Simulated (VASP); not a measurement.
A run of VASP 6.6.1 is set up as follows.

INCAR

```
ALGO = Normal
EDIFF = 1E-7
ENCUT = 520
GGA = PE
ISIF = 2
ISMEAR = 0
LASPH = True
LCHARG = False
LREAL = False
LWAVE = False
NBANDS = 28
NELM = 100
PREC = Accurate
SIGMA = 0.1
```

File KPOINTS:

```
k-points
0
Gamma
  12 12 4
```

The input POSCAR:

```
GaSb5
1.0
    3.3752149301      0.0000000000      0.0000000000
   -1.6876074651      2.9230218727      0.0000000000
    0.0000000000      0.0000000000     15.9933841441
Ga Sb
1 5
Direct
    0.0000000000      0.0000000000      0.0000000000
    0.6666666667      0.3333333333      0.8472185349
    0.0000000000      0.0000000000      0.6714979101
    0.6666666667      0.3333333333      0.5000000000
    0.0000000000      0.0000000000      0.3285020899
    0.6666666667      0.3333333333      0.1527814651
```

Potentials or basis: VASP PAW PBE potentials, release 64 (Ga_d, Sb).

The run is started by

```sh
$ cat potpaw_PBE.64/Ga_d/POTCAR potpaw_PBE.64/Sb/POTCAR > POTCAR
$ mpirun -np 1 vasp_std > vasp.out
```

Predict the pressure.

-0.1 GPa.

Estimate the largest force.

0.009 eV/Å.

Forces on the atoms (eV/Å):
```
Ga   0.000  0.000  0.000
Sb   0.000  0.000 -0.009
Sb   0.000  0.000 -0.004
Sb   0.000  0.000  0.000
Sb   0.000  0.000  0.004
Sb   0.000  0.000  0.009
```
